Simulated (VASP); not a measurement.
# Ru (P6_3/mmc) in VASP: a series of runs

The runs below take Ru through single point, relaxation of cell and atoms, with r2SCAN.

Everything below comes from runs of VASP 6.6.1. Logs are shortened: lines on timing, memory, paths and dates and some standing lists are left out, and cuts for length are marked.

## Step 1: The cell of the first run

The structure is hexagonal, space group P6_3/mmc (No. 194). Conventional cell: a = 2.705 Å, b = 2.705 Å, c = 4.260 Å, α = 90.00°, β = 90.00°, γ = 120.00°. Within 3.5 Å of Ru (site symmetry -6m2) lie 12 Ru at 2.64 to 2.70 Å.

## Step 2: Single point, r2SCAN

The input, POSCAR:

```
Ru
1.0
    2.7046268933      0.0000000000      0.0000000000
   -1.3523134467      2.3422755974      0.0000000000
    0.0000000000      0.0000000000      4.2598793092
Ru
2
Direct
    0.3333333333      0.6666666667      0.2500000000
    0.6666666667      0.3333333333      0.7500000000
```

The input, INCAR.step1:

```
SYSTEM = Ru
ALGO = Normal
EDIFF = 1E-5
ENCUT = 620
GGA = PE
GGA_COMPAT = .FALSE.
ISMEAR = -1
LASPH = .TRUE.
LCHARG = .FALSE.
LREAL = .FALSE.
LWAVE = .TRUE.
NBANDS = 23
NELM = 120
PREC = Accurate
SIGMA = 0.05
```

The input, INCAR.step2:

```
SYSTEM = Ru
ALGO = Normal
EDIFF = 1E-6
ENCUT = 620
GGA_COMPAT = .FALSE.
ISIF = 2
ISMEAR = -1
ISTART = 1
LASPH = .TRUE.
LCHARG = .FALSE.
LMIXTAU = .TRUE.
LREAL = .FALSE.
LWAVE = .FALSE.
METAGGA = R2SCAN
NBANDS = 23
NELM = 120
PREC = Accurate
SIGMA = 0.05
```

The input, KPOINTS:

```
k-points
0
G
  20 20 12
  0 0 0
```

Potentials or basis: VASP PAW PBE potentials, release 64 (Ru_sv).

Run with:

```sh
$ cat potpaw_PBE.64/Ru_sv/POTCAR > POTCAR
$ cp INCAR.step1 INCAR
$ mpirun -np 1 vasp_std > vasp.out
$ cp INCAR.step2 INCAR
$ mpirun -np 1 vasp_std > vasp.out
```

OUTCAR:

```text
SYSTEM = Ru
   EDIFF = 1E-6
   ENCUT = 620
   ISIF = 2
   ISMEAR = -1
   ISTART = 1
   LASPH = .TRUE.
   LREAL = .FALSE.
   METAGGA = R2SCAN
   NELM = 120
   PREC = Accurate

 ion  position               nearest neighbor table
   1  0.333  0.667  0.250-   2 2.64   2 2.64   2 2.64   2 2.64   2 2.64   2 2.64
   2  0.667  0.333  0.750-   1 2.64   1 2.64   1 2.64   1 2.64   1 2.64   1 2.64

  LATTYP: Found a hexagonal cell.
 ALAT       =     2.7046268933
 C/A-ratio  =     1.5750339981

  Lattice vectors:

 A1 = (   2.7046268933,   0.0000000000,   0.0000000000)
 A2 = (  -1.3523134467,   2.3422755974,   0.0000000000)
 A3 = (   0.0000000000,   0.0000000000,   4.2598793092)

Analysis of symmetry for initial positions (statically):
=====================================================================
 Subroutine PRICEL returns:
 Original cell was already a primitive cell.

 Routine SETGRP: Setting up the symmetry group for a
 hexagonal supercell.

 Subroutine GETGRP returns: Found 24 space group operations
 (whereof 12 operations were pure point group operations)
 out of a pool of 24 trial point group operations.

The static configuration has the point symmetry D_3d.
 The point group associated with its full space group is D_6h.

Analysis of symmetry for dynamics (positions and initial velocities):
=====================================================================
 Subroutine PRICEL returns:
 Original cell was already a primitive cell.

 Routine SETGRP: Setting up the symmetry group for a
 hexagonal supercell.

 Subroutine GETGRP returns: Found 24 space group operations
 (whereof 12 operations were pure point group operations)
 out of a pool of 24 trial point group operations.

The dynamic configuration has the point symmetry D_3d.
 The point group associated with its full space group is D_6h.

 Subroutine INISYM returns: Found 24 space group operations
 (whereof 12 operations are pure point group operations),
 and found     1 'primitive' translations

----------------------------------------------------------------------------------------

                                     Primitive cell

  volume of cell :      26.9863

  direct lattice vectors                    reciprocal lattice vectors
     2.704626893  0.000000000  0.000000000     0.369736766  0.213467621  0.000000000
    -1.352313447  2.342275597  0.000000000     0.000000000  0.426935242  0.000000000
     0.000000000  0.000000000  4.259879309     0.000000000  0.000000000  0.234748435

  length of vectors
     2.704626893  2.704626893  4.259879309     0.426935242  0.426935242  0.234748435

  position of ions in fractional coordinates (direct lattice)
     0.333333333  0.666666667  0.250000000
     0.666666667  0.333333333  0.750000000

  ion indices of the primitive-cell ions
   primitive index   ion index
                 1           1
                 2           2

----------------------------------------------------------------------------------------

 KPOINTS: k-points

Automatic generation of k-mesh.
 Grid dimensions read from file:
 generate k-points for:   20   20   12

 Generating k-lattice:

  Cartesian coordinates                     Fractional coordinates (reciprocal lattice)
     0.018486838  0.010673381  0.000000000     0.050000000  0.000000000  0.000000000
     0.000000000  0.021346762  0.000000000     0.000000000  0.050000000  0.000000000
     0.000000000  0.000000000  0.019562370     0.000000000  0.000000000  0.083333333

  Length of vectors
     0.021346762  0.021346762  0.019562370

  Shift w.r.t. Gamma in fractional coordinates (k-lattice)
     0.000000000  0.000000000  0.000000000

 Subroutine IBZKPT returns following result:
 ===========================================

 Found    308 irreducible k-points:

 Following reciprocal coordinates:
            Coordinates               Weight
  0.000000  0.000000  0.000000      1.000000
  0.050000  0.000000  0.000000      6.000000
  0.100000  0.000000  0.000000      6.000000
  0.150000 -0.000000  0.000000      6.000000
  0.200000  0.000000  0.000000      6.000000
  0.250000  0.000000  0.000000      6.000000
[... 16 lines left out ...]
  0.200000  0.100000  0.000000     12.000000
  0.250000  0.100000  0.000000     12.000000
 [... further k-points ...]
   k-points           NKPTS =    308   k-points in BZ     NKDIM =    308   number of bands    NBANDS=     23
   number of dos      NEDOS =    301   number of ions     NIONS =      2
   total plane-waves  NPLWV =  20736
   dimension x,y,z NGX =    24 NGY =   24 NGZ =   36
   dimension x,y,z NGXF=    48 NGYF=   48 NGZF=   72
   ions per type =               2
   NGX,Y,Z   is equivalent  to a cutoff of  14.75, 14.75, 14.05 a.u.
   NGXF,Y,Z  is equivalent  to a cutoff of  29.50, 29.50, 28.10 a.u.
 SYSTEM =  Ru
   PREC   = accura    normal or accurate (medium, high low for compatibility)
   ISTART =      1    job   : 0-new  1-cont  2-samecut
   ICHARG =      0    charge: 1-file 2-atom 10-const
   ISPIN  =      1    spin polarized calculation?
   LNONCOLLINEAR =      F non collinear calculations
   LSORBIT =      F    spin-orbit coupling
   LASPH  =      T    aspherical Exc in radial PAW
   ENCUT  =  620.0 eV  45.57 Ry    6.75 a.u.   5.49  5.49  8.65*2*pi/ulx,y,z
   NELM   =    120;   NELMIN=  2; NELMDL=  0     # of ELM steps
   EDIFF  = 0.1E-05   stopping-criterion for ELM
   LREAL  =      F    real-space projection
   EDIFFG = 0.1E-04   stopping-criterion for IOM
   NSW    =      0    number of steps for IOM
   IBRION =     -1    ionic relax: 0-MD 1-quasi-New 2-CG
   NFREE  =      0    steps in history (QN), initial steepest desc. (CG)
   ISIF   =      2    stress and relaxation
   ISYM   =      2    0-nonsym 1-usesym 2-fastsym
   POTIM  = 0.5000    time-step for ionic-motion
   TEBEG  =    0.0;   TEEND  =   0.0 temperature during run
   PSTRESS=    0.0 pullay stress
   NELECT =      32.0000    total number of electrons
   NUPDOWN=      -1.0000    fix difference up-down
   EMIN   =  10.00;   EMAX   =-10.00  energy-range for DOS
   EFERMI =   0.00;   METHOD = LEGACY
   ISMEAR =    -1;   SIGMA  =   0.05  broadening in eV -4-tet -1-fermi 0-gaus
   EFERMI_NEDOS =   21; number of points for ismear=-14 and -15
   IALGO  =     38    algorithm
   IMIX   =      4    mixing-type and parameters
     AMIX     =   0.40;   BMIX     =  1.00
     AMIX_MAG =   1.60;   BMIX_MAG =  1.00
  volume/ion in A,a.u.               =      13.49        91.06
  Fermi-wavevector in a.u.,A,eV,Ry     =   1.732782  3.274483 40.851950  3.002534
  Thomas-Fermi vector in A             =   2.806893
   LORBIT       =      0    0 simple, 1 ext, 2 COOP (PROOUT), +10 PAW based schemes
   METAGGA = R2SCAN    functional components
   LHFCALC =     F    Hartree Fock is set to
   AEXX    =    0.0000 exact exchange contribution
   IVDW    =     0    specifies the selected vdW correction
   LEPSILON=     F    determine dielectric tensor
   LRPA    =     F    only Hartree local field effects (RPA)
 non-spin polarized calculation
  energy-cutoff  :      620.00
  volume of cell :       26.99
 maximum number of plane-waves:       974
 NGX is ok and might be reduce to    24
   NGX = 11   NGY = 11   NGZ = 17

 number of electron      31.9999996 magnetization

 Free energy of the ion-electron system (eV)
  ---------------------------------------------------
  ext. energy  EPLUGINS =         0.00000000
  ---------------------------------------------------
  free energy    TOTEN  =       -50.94947660 eV

  energy without entropy =      -50.93641348  energy(sigma->0) =      -50.94294504

 E-fermi :  15.2108     XC(G=0): -15.5838

 val. band max:       15.1939873466   @ k =   0.3000   0.1500   0.2500
 cond. band min:      15.2154694340   @ k =   0.3000  -0.0000   0.2500
 fundamental gap:      0.0214820875
 Fermi energy:        15.2107704239

 k-point     1 :       0.0000    0.0000    0.0000
  band No.  band energies     occupation
      1     -60.1859      2.00000
      2     -59.9507      2.00000
      3     -29.9447      2.00000
      4     -28.9246      2.00000
      5     -28.9246      2.00000
      6     -28.7342      2.00000
[... 15 lines left out ...]
     22      30.7019      0.00000
     23      33.4248      0.00000

 k-point     2 :       0.0500    0.0000    0.0000
  band No.  band energies     occupation
      1     -60.1818      2.00000
      2     -59.9491      2.00000
      3     -29.9353      2.00000
      4     -28.9444      2.00000
      5     -28.9314      2.00000
      6     -28.7549      2.00000
[... 15 lines left out ...]
     22      30.8709      0.00000
     23      33.5362      0.00000

 k-point     3 :       0.1000    0.0000    0.0000
  band No.  band energies     occupation
      1     -60.1698      2.00000
      2     -59.9447      2.00000
      3     -29.9075      2.00000
      4     -29.0018      2.00000
      5     -28.9507      2.00000
      6     -28.8144      2.00000
[... 15 lines left out ...]
     22      31.3183      0.00000
     23      33.8377      0.00000

 k-point     4 :       0.1500   -0.0000    0.0000
  band No.  band energies     occupation
      1     -60.1508      2.00000
      2     -59.9380      2.00000
      3     -29.8626      2.00000
      4     -29.0913      2.00000
      5     -28.9802      2.00000
      6     -28.9057      2.00000
[... 15 lines left out ...]
     22      31.7644      0.00000
     23      34.1467      0.00000

 k-point     5 :       0.2000    0.0000    0.0000
  band No.  band energies     occupation
      1     -60.1262      2.00000
      2     -59.9302      2.00000
      3     -29.8029      2.00000
      4     -29.2042      2.00000
      5     -29.0186      2.00000
      6     -29.0163      2.00000
[... 434 lines left out ...]
 k-point    22 :       0.1500    0.1000    0.0000
  band No.  band energies     occupation
      1     -60.1162      2.00000
      2     -59.9273      2.00000
      3     -29.7781      2.00000
      4     -29.2164      2.00000
      5     -29.1316      2.00000
      6     -28.9716      2.00000
[... 15 lines left out ...]
     22      31.4776      0.00000
     23      32.6876      0.00000

 k-point    23 :       0.2000    0.1000    0.0000
  band No.  band energies     occupation
      1     -60.0889      2.00000
      2     -59.9203      2.00000
      3     -29.7082      2.00000
      4     -29.3290      2.00000
      5     -29.2218      2.00000
      6     -29.0328      2.00000
[... 15 lines left out ...]
     22      30.0170      0.00000
     23      31.6429      0.00000

 k-point    24 :       0.2500    0.1000    0.0000
  band No.  band energies     occupation
      1     -60.0602      2.00000
      2     -59.9146      2.00000
      3     -29.6305      2.00000
      4     -29.4462      2.00000
      5     -29.3078      2.00000
      6     -29.0923      2.00000
[... 15 lines left out ...]
     22      28.2705      0.00000
     23      30.5677      0.00000

 [... further k-points ...]

------------------------ aborting loop because EDIFF is reached ----------------------------------------

  FORCE on cell =-STRESS in cart. coord.  units (eV):
  Direction    XX          YY          ZZ          XY          YZ          ZX
  --------------------------------------------------------------------------------------
  -------------------------------------------------------------------------------------
  Total        0.0198004      0.0198004      0.0224088     -0.0000000      0.0000000      0.0000000
  in kB        1.1755506      1.1755506      1.3304132     -0.0000000      0.0000000      0.0000000
  external PRESSURE =       1.2271714 kB  Pullay stress =       0.0000000 kB

 VOLUME and BASIS-vectors are now :
 -----------------------------------------------------------------------------
  energy-cutoff  :      620.00
  volume of cell :       26.99
      direct lattice vectors                 reciprocal lattice vectors
     2.704626893  0.000000000  0.000000000     0.369736766  0.213467621  0.000000000
    -1.352313447  2.342275597  0.000000000     0.000000000  0.426935242  0.000000000
     0.000000000  0.000000000  4.259879309     0.000000000  0.000000000  0.234748435

 POSITION                                       TOTAL-FORCE (eV/Angst)
 -----------------------------------------------------------------------------------
     -0.00000      1.56152      1.06497         0.000000     -0.000000      0.000000
      1.35231      0.78076      3.19491        -0.000000      0.000000      0.000000
 -----------------------------------------------------------------------------------
    total drift:                               -0.000000      0.000000     -0.000000

  FREE ENERGIE OF THE ION-ELECTRON SYSTEM (eV)
  ---------------------------------------------------
  free  energy   TOTEN  =       -50.9494765971 eV

  energy  without entropy=      -50.9364134825  energy(sigma->0) =      -50.94294504
```

Wall time 4.4 min (1 thread of Intel Xeon 6975P-C (Granite Rapids), shared host); peak memory 0.31 GiB.

Results:

```yaml
Free_energy: -50.9495 eV
Pressure: 0.1 GPa
Band_gap_on_the_k_mesh: zero (bands 16 and 17 overlap by 3.41 eV)
```

Caveat: the PAW data sets were made with another functional, which shifts forces and pressure a little.

## Step 3: Relaxation of cell and atoms, r2SCAN, target pressure 15 GPa, at which the enthalpy is minimised

POSCAR: that of step 2 with these lines changed.

```diff
@@ -2,3 +2,3 @@
 1.0
-    2.7046268933      0.0000000000      0.0000000000
+    2.7046268934      0.0000000000      0.0000000000
    -1.3523134467      2.3422755974      0.0000000000
```

The input, INCAR.step1:

```
SYSTEM = Ru
PREC     = Accurate       ! precision mode
ENCUT    = 550            ! plane-wave cutoff, eV
ISMEAR   = -1             ! smearing method
SIGMA    = 0.05           ! smearing width, eV
LREAL    = .False.        ! projectors in reciprocal space
LASPH    = .True.         ! aspherical terms in the spheres
NELM     = 120            ! most SCF steps
GGA      = PE             ! functional
ALGO     = Normal         ! electronic algorithm
EDIFF    = 1E-5           ! SCF threshold, eV
LWAVE    = .True.         ! write WAVECAR
LCHARG   = .False.        ! write CHGCAR
GGA_COMPAT= .False.      
IBRION   = 2              ! ionic algorithm
ISIF     = 3              ! what is computed and relaxed
EDIFFG   = -0.005         ! ionic threshold
NELMIN   = 4            
NSW      = 100            ! ionic steps
```

The input, INCAR.step2:

```
SYSTEM = Ru
PREC     = Accurate       ! precision mode
ENCUT    = 550            ! plane-wave cutoff, eV
EDIFF    = 1E-7           ! SCF threshold, eV
ISMEAR   = -1             ! smearing method
SIGMA    = 0.05           ! smearing width, eV
LREAL    = .False.        ! projectors in reciprocal space
LASPH    = .True.         ! aspherical terms in the spheres
NELM     = 120            ! most SCF steps
ALGO     = Normal         ! electronic algorithm
ISIF     = 3              ! what is computed and relaxed
LWAVE    = .False.        ! write WAVECAR
LCHARG   = .False.        ! write CHGCAR
METAGGA  = R2SCAN         ! meta-GGA
LMIXTAU  = .True.       
IBRION   = 2              ! ionic algorithm
NSW      = 100            ! ionic steps
EDIFFG   = -0.002         ! ionic threshold
PSTRESS  = 150.0        
ISTART   = 1            
GGA_COMPAT= .False.      
NELMIN   = 4
```

The input, KPOINTS:

```
Automatic mesh
0
Gamma
  20 20 12
  0 0 0
```

Potentials or basis: VASP PAW PBE potentials, release 64 (Ru_pv).

Run with:

```sh
$ cat potpaw_PBE.64/Ru_pv/POTCAR > POTCAR
$ cp INCAR.step1 INCAR
$ mpirun -np 1 vasp_std > vasp.out
$ cp INCAR.step2 INCAR
$ mpirun -np 1 vasp_std > vasp.out
```

Run time: 43 min. Hardware: 1 thread of Intel Xeon Platinum 8488C (Sapphire Rapids), shared host; peak memory 0.28 GiB.

It converged, with:

* Free energy: -50.8147 eV
* Relaxed volume: 13.02 Å³/atom
* Relaxed cell: a = 2.671 Å, b = 2.671 Å, c = 4.215 Å, α = 90.00°, β = 90.00°, γ = 120.00°
* Space group after relaxing (to 0.1 Å): P6_3/mmc (No. 194)
* Energy change on relaxing (the run minimises the enthalpy): +23.8 meV/atom
* Ionic steps: 9
* Pressure after relaxing: 15.0 GPa
* Band gap on the k mesh: zero (bands 14 and 15 overlap by 3.61 eV)

The path:
```csv
step,energy change (eV),largest force (eV/Å),pressure (GPa),volume (Å³)
1,0.0000,0.0000,1.53,26.99
2,1.0099,0.0000,88.47,22.79
3,0.0425,0.0000,14.15,26.09
4,0.0466,0.0000,14.85,26.05
5,0.0483,0.0000,15.15,26.03
6,0.0486,0.0000,15.15,26.03
7,0.0484,0.0000,15.15,26.03
8,0.0452,0.0000,14.60,26.06
9,0.0476,0.0000,15.01,26.04
```

Final structure:
```
CELL_PARAMETERS angstrom
2.67081 0.00000 0.00000
-1.33540 2.31299 0.00000
0.00000 0.00000 4.21472
ATOMIC_POSITIONS crystal
Ru 0.33333 0.66667 0.25000
Ru 0.66667 0.33333 0.75000
```

Levels at points of the mesh, in eV from the Fermi level:
```
           k point  band 10  band 11  band 12  band 13  band 14  band 15  band 16  band 17  band 18
(0.00, 0.00, 0.00)    -2.93    -2.70    -2.17    -2.17    -1.62    -1.62     1.26     1.26     1.40
(0.50, 0.00, 0.00)    -3.42    -2.33    -2.00    -1.70     1.52     1.99     2.09     4.43     6.69
(0.00, 0.00, 0.50)    -3.13    -3.13    -3.13    -2.99    -2.99     0.56     0.56     0.56     0.56
(0.50, 0.00, 0.50)    -5.08    -1.24    -1.24     0.45     0.45     1.81     1.81     3.67     3.67
```

Caveat: the cell is relaxed towards a set pressure, so the run minimises the enthalpy, not the energy; the PAW data sets were made with another functional, which shifts forces and pressure a little.

The gap in the log of VASP goes by the Fermi energy; the results here count the filled bands.